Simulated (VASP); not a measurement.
Here is a VASP 6.6.1 calculation.

File POSCAR:

```
N
1.0
    5.4776487699      0.0000000000      0.0000000000
    0.0000000000      5.4776487699      0.0000000000
    0.0000000000      0.0000000000      5.4776487699
N
8
Direct
    0.0576092967      0.0576092967      0.0576092967
    0.4423907033      0.9423907033      0.5576092967
    0.5576092967      0.4423907033      0.9423907033
    0.9423907033      0.5576092967      0.4423907033
    0.9423907033      0.9423907033      0.9423907033
    0.5576092967      0.0576092967      0.4423907033
    0.4423907033      0.5576092967      0.0576092967
    0.0576092967      0.4423907033      0.5576092967
```

File INCAR.step1:

```
PREC = Accurate
ENCUT = 910
ISMEAR = -1
SIGMA = 0.02
LREAL = F
LASPH = T
NELM = 120
NBANDS = 30
GGA = PE
ALGO = Normal
EDIFF = 1E-5
LWAVE = T
LCHARG = F
GGA_COMPAT = F
```

Contents of INCAR.step2:

```
PREC = Accurate
ENCUT = 910
EDIFF = 1E-6
ISMEAR = -1
SIGMA = 0.02
LREAL = F
LASPH = T
NELM = 120
ALGO = Normal
ISIF = 2
LWAVE = F
LCHARG = T
METAGGA = R2SCAN
LMIXTAU = T
LUSE_VDW = T
IVDW_NL = 2
BPARAM = 11.95
CPARAM = 0.0093
LELF = T
LVHAR = T
NBANDS = 30
ISTART = 1
GGA_COMPAT = F
```

File KPOINTS:

```
Automatic mesh
0
Gamma
  4 4 4
```

Potentials or basis: VASP PAW PBE potentials, release 64 (N_h).

The run is started by

```bash
$ cat potpaw_PBE.64/N_h/POTCAR > POTCAR
$ cp INCAR.step1 INCAR
$ mpirun -np 1 vasp_std > vasp.out
$ cp INCAR.step2 INCAR
$ mpirun -np 1 vasp_std > vasp.out
```

Question: What does it give for the band gap on the k mesh?

Answer: 8.00 eV (least direct gap 8.04 eV).

Question: Predict the largest force.

Answer: 0.020 eV/Å.

Forces in eV/Å, atoms in the order of the input:
```
N    0.012  0.012  0.012
N   -0.012 -0.012  0.012
N    0.012 -0.012 -0.012
N   -0.012  0.012 -0.012
N   -0.012 -0.012 -0.012
N    0.012  0.012 -0.012
N   -0.012  0.012  0.012
N    0.012 -0.012  0.012
```

Caveat: the PAW data sets were made with another functional, which shifts forces and pressure a little. A k mesh can miss the band edges.
